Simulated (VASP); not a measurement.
# MgAlF5 (P1) in VASP: single point with r2SCAN

Aim: the single point of MgAlF5 with r2SCAN.

Program: VASP 6.6.1. These are calculated values, not measurements. Logs are shortened: lines on timing, memory, paths and dates and some standing lists are left out, and cuts for length are marked.

## Step 1: The cell of the first run

The typed cell holds 7 atoms: a = 3.635 Å, b = 5.258 Å, c = 5.217 Å, α = 88.59°, β = 111.23°, γ = 69.14°.

## Step 2: Single point, r2SCAN

File POSCAR:

```
MgAlF5
1.0
   -0.0043233800     -0.0366056400      3.6346678500
    3.7628998300     -3.1754722000      1.8445302600
    3.7340874000      3.1361400600     -1.8533985000
Mg Al F
1 1 5
Direct
    0.9762670000      0.9963000000      0.0085970000
    0.9992250000      0.4926950000      0.4931250000
    0.0070260000      0.7386500000      0.7421270000
    0.9691220000      0.2645010000      0.2560310000
    0.4867880000      0.5035980000      0.4885110000
    0.7143430000      0.7871820000      0.2054130000
    0.2915800000      0.2116570000      0.7843660000
```

File INCAR.step1:

```
PREC = Accurate ; ENCUT = 520
ISMEAR = -5 ; SIGMA = 0.0161
LREAL = F ; LASPH = T
NELM = 100 ; GGA = PE
ALGO = Normal ; EDIFF = 1E-4
LWAVE = T ; LCHARG = F
```

File INCAR.step2:

```
PREC = Accurate ; ENCUT = 520
EDIFF = 1E-6 ; ISMEAR = 1
SIGMA = 0.0161 ; LREAL = F
LASPH = T ; NELM = 100
ALGO = Normal ; ISIF = 2
LWAVE = F ; LCHARG = F
METAGGA = R2SCAN ; LMIXTAU = T
LORBIT = 10 ; ISTART = 1
```

File KPOINTS:

```
Automatic mesh
0
Gamma
  6 4 4
  0.5 0 0.5
```

Potentials or basis: VASP PAW PBE potentials, release 64 (Mg, Al, F).

Command:

```sh
cat potpaw_PBE.64/Mg/POTCAR potpaw_PBE.64/Al/POTCAR potpaw_PBE.64/F/POTCAR > POTCAR
cp INCAR.step1 INCAR
mpirun -np 1 vasp_std > vasp.out
cp INCAR.step2 INCAR
mpirun -np 1 vasp_std > vasp.out
```

OUTCAR:

```text
PREC = Accurate
   ENCUT = 520
   EDIFF = 1E-6
   ISMEAR = 1
   LREAL = F
   LASPH = T
   NELM = 100
   ISIF = 2
   METAGGA = R2SCAN
   LORBIT = 10
   ISTART = 1

 ion  position               nearest neighbor table
   1  0.976  0.996  0.009-   4 1.93   3 1.97   6 2.14   7 2.16   6 2.30   7 2.41
   2  0.999  0.493  0.493-   4 1.75   7 1.80   5 1.80   6 1.83   5 1.83   3 1.86
   3  0.007  0.739  0.742-   2 1.86   1 1.97
   4  0.969  0.265  0.256-   2 1.75   1 1.93
   5  0.487  0.504  0.489-   2 1.80   2 1.83
   6  0.714  0.787  0.205-   2 1.83   1 2.14   1 2.30
   7  0.292  0.212  0.784-   2 1.80   1 2.16   1 2.41

  LATTYP: Found a triclinic cell.
 ALAT       =     5.2166914023
 B/A-ratio  =     1.4371361218
 C/A-ratio  =     0.6967739643
 COS(alpha) =     0.0023194009
 COS(beta)  =     0.3621697517
 COS(gamma) =     0.7130520658

  Lattice vectors:

 A1 = (   3.7340874000,   3.1361400600,  -1.8533985000)
 A2 = (   7.4969872300,  -0.0393321400,  -0.0088682400)
 A3 = (   0.0043233800,   0.0366056400,  -3.6346678500)

Analysis of symmetry for initial positions (statically):
=====================================================================
 Subroutine PRICEL returns:
 Original cell was already a primitive cell.

 Routine SETGRP: Setting up the symmetry group for a
 triclinic supercell.

 Subroutine GETGRP returns: Found  1 space group operations
 (whereof  1 operations were pure point group operations)
 out of a pool of  2 trial point group operations.

The static configuration has the point symmetry C_1 .

Analysis of symmetry for dynamics (positions and initial velocities):
=====================================================================
 Subroutine PRICEL returns:
 Original cell was already a primitive cell.

 Routine SETGRP: Setting up the symmetry group for a
 triclinic supercell.

 Subroutine GETGRP returns: Found  1 space group operations
 (whereof  1 operations were pure point group operations)
 out of a pool of  2 trial point group operations.

The dynamic configuration has the point symmetry C_1 .

[... 115 lines left out ...]
   ISYM   =      2    0-nonsym 1-usesym 2-fastsym
   POTIM  = 0.5000    time-step for ionic-motion
   TEBEG  =    0.0;   TEEND  =   0.0 temperature during run
   PSTRESS=    0.0 pullay stress
   NELECT =      40.0000    total number of electrons
   NUPDOWN=      -1.0000    fix difference up-down
   EMIN   =  10.00;   EMAX   =-10.00  energy-range for DOS
   EFERMI =   0.00;   METHOD = LEGACY
   ISMEAR =     1;   SIGMA  =   0.02  broadening in eV -4-tet -1-fermi 0-gaus
   EFERMI_NEDOS =   21; number of points for ismear=-14 and -15
   IALGO  =     38    algorithm
   IMIX   =      4    mixing-type and parameters
     AMIX     =   0.40;   BMIX     =  1.00
     AMIX_MAG =   1.60;   BMIX_MAG =  1.00
  volume/ion in A,a.u.               =      12.21        82.41
  Fermi-wavevector in a.u.,A,eV,Ry     =   1.270970  2.401784 21.978361  1.615364
  Thomas-Fermi vector in A             =   2.403928
   LORBIT       =     10    0 simple, 1 ext, 2 COOP (PROOUT), +10 PAW based schemes
   METAGGA = R2SCAN    functional components
   LHFCALC =     F    Hartree Fock is set to
   AEXX    =    0.0000 exact exchange contribution
   IVDW    =     0    specifies the selected vdW correction
   LEPSILON=     F    determine dielectric tensor
   LRPA    =     F    only Hartree local field effects (RPA)
 non-spin polarized calculation
 Methfessel and Paxton  Order N= 1 SIGMA  =   0.02
  energy-cutoff  :      520.00
  volume of cell :       85.48
 maximum number of plane-waves:      2318
   NGX = 13   NGY = 19   NGZ = 19

 number of electron      39.9999991 magnetization

 Free energy of the ion-electron system (eV)
  ---------------------------------------------------
  ext. energy  EPLUGINS =         0.00000000
  ---------------------------------------------------
  free energy    TOTEN  =       -52.85911493 eV

  energy without entropy =      -52.85913437  energy(sigma->0) =      -52.85912141

 E-fermi :  -1.9756     XC(G=0):  -9.5499

 val. band max:       -1.9891923881   @ k =  -0.0833  -0.0000   0.1250
 cond. band min:       5.5394145512   @ k =  -0.0833  -0.0000   0.1250
 fundamental gap:      7.5286069393
 Fermi energy:        -1.9756380901

 k-point     1 :       0.0833   -0.0000    0.1250
  band No.  band energies     occupation
      1     -24.7004      2.00000
      2     -23.7427      2.00000
      3     -23.5716      2.00000
      4     -23.4383      2.00000
      5     -22.7884      2.00000
      6      -6.9509      2.00000
[... 637 lines left out ...]
     23      11.0810      0.00000
     24      12.2129      0.00000

 [... further k-points ...]

------------------------ aborting loop because EDIFF is reached ----------------------------------------

  FORCE on cell =-STRESS in cart. coord.  units (eV):
  Direction    XX          YY          ZZ          XY          YZ          ZX
  --------------------------------------------------------------------------------------
  -------------------------------------------------------------------------------------
  Total       -3.7291161     -2.0057068     -4.4983391      0.1038129      0.3805744     -0.1829779
  in kB      -69.8936296    -37.5923212    -84.3109297      1.9457328      7.1329850     -3.4294958
  external PRESSURE =     -63.9322935 kB  Pullay stress =       0.0000000 kB

 VOLUME and BASIS-vectors are now :
 -----------------------------------------------------------------------------
  energy-cutoff  :      520.00
  volume of cell :       85.48
      direct lattice vectors                 reciprocal lattice vectors
    -0.004323380 -0.036605640  3.634667850     0.001178133  0.162158762  0.276762846
     3.762899830 -3.175472200  1.844530260     0.132552730 -0.158676945 -0.001440405
     3.734087400  3.136140060 -1.853398500     0.134228901  0.160089055  0.001771960

 POSITION                                       TOTAL-FORCE (eV/Angst)
 -----------------------------------------------------------------------------------
      3.77686     -3.17250      5.37018        -0.442632     -0.016075     -0.086001
      3.69101     -0.05461      3.62668         1.234951     -0.193346     -0.180674
      5.55060     -0.01841      0.01254         0.010075     -0.043097     -0.142156
      1.94714     -0.07244      3.53579        -1.004586      0.058656      0.251946
      3.71703     -0.08494      1.79281         0.040609      0.093387      0.297797
      3.72603     -1.88162      3.66767         0.146146     -0.532099     -0.228028
      3.72407      1.77710     -0.00354         0.015437      0.632573      0.087117
 -----------------------------------------------------------------------------------
    total drift:                                0.017017     -0.004018      0.002107

  FREE ENERGIE OF THE ION-ELECTRON SYSTEM (eV)
  ---------------------------------------------------
  free  energy   TOTEN  =       -52.8591149257 eV

  energy  without entropy=      -52.8591343730  energy(sigma->0) =      -52.85912141

 total charge

# of ion       s       p       d       tot
------------------------------------------
    1        0.088   0.105   0.045   0.237
    2        0.272   0.378   0.000   0.650
    3        1.733   4.443   0.000   6.176
    4        1.735   4.473   0.000   6.208
    5        1.736   4.483   0.000   6.219
    6        1.735   4.442   0.000   6.177
    7        1.735   4.443   0.000   6.178
--------------------------------------------------
tot          9.034  22.766   0.045  31.845
```

OSZICAR.step1:

```text
N       E                     dE             d eps       ncg     rms          rms(c)
DAV:   1     0.275207504610E+03    0.27521E+03   -0.23239E+04  2376   0.156E+03
DAV:   2    -0.286045692841E+02   -0.30381E+03   -0.30014E+03  2712   0.355E+02
DAV:   3    -0.419520966413E+02   -0.13348E+02   -0.13331E+02  2904   0.854E+01
DAV:   4    -0.420441806961E+02   -0.92084E-01   -0.92063E-01  2792   0.774E+00
DAV:   5    -0.420450295602E+02   -0.84886E-03   -0.84883E-03  2928   0.718E-01    0.114E+01
DAV:   6    -0.387031431517E+02    0.33419E+01   -0.14386E+01  2600   0.264E+01    0.387E+00
DAV:   7    -0.386814373650E+02    0.21706E-01   -0.16585E-01  2840   0.313E+00    0.218E+00
DAV:   8    -0.386900361819E+02   -0.85988E-02   -0.73711E-02  2768   0.269E+00    0.372E-01
DAV:   9    -0.386938941257E+02   -0.38579E-02   -0.69521E-03  2912   0.777E-01    0.163E-01
DAV:  10    -0.386945333664E+02   -0.63924E-03   -0.86740E-04  2720   0.285E-01    0.763E-02
DAV:  11    -0.386946149864E+02   -0.81620E-04   -0.10204E-04  2120   0.126E-01
   1 F= -.38694615E+02 E0= -.38694615E+02  d E =0.000000E+00
```

It took 3.8 min on 1 thread of Intel Xeon Platinum 8488C (Sapphire Rapids), shared host; peak memory 0.26 GiB.

Results:

```
Free energy                                           : -52.8591 eV
Pressure                                              : -6.4 GPa
Largest force                                         : 1.263 eV/Å
Band gap on the k mesh                                : 7.53 eV
Valence electrons inside the program's atomic spheres : Mg 0.24; Al 0.65; F 6.18, 6.21, 6.22 (each value once)
```

Forces in eV/Å, atoms in the order of the input:
```
Mg  -0.443 -0.016 -0.086
Al   1.235 -0.193 -0.181
F    0.010 -0.043 -0.142
F   -1.005  0.059  0.252
F    0.041  0.093  0.298
F    0.146 -0.532 -0.228
F    0.015  0.633  0.087
```

Stress tensor (GPa, compression positive):
```
-6.99  0.19 -0.34
 0.19 -3.76  0.71
-0.34  0.71 -8.43
```

Levels at points of the mesh, in eV from the valence-band top:
```
           k point  band 16  band 17  band 18  band 19  band 20  band 21  band 22  band 23  band 24
(0.08, 0.00, 0.12)    -1.02    -0.91    -0.69    -0.41    -0.05     7.80    11.76    13.33    14.11
```

Caveat: the cell stands under tension; the PAW data sets were made with another functional, which shifts forces and pressure a little; a shifted mesh leaves out Γ, where band edges can lie. A k mesh can miss the band edges.
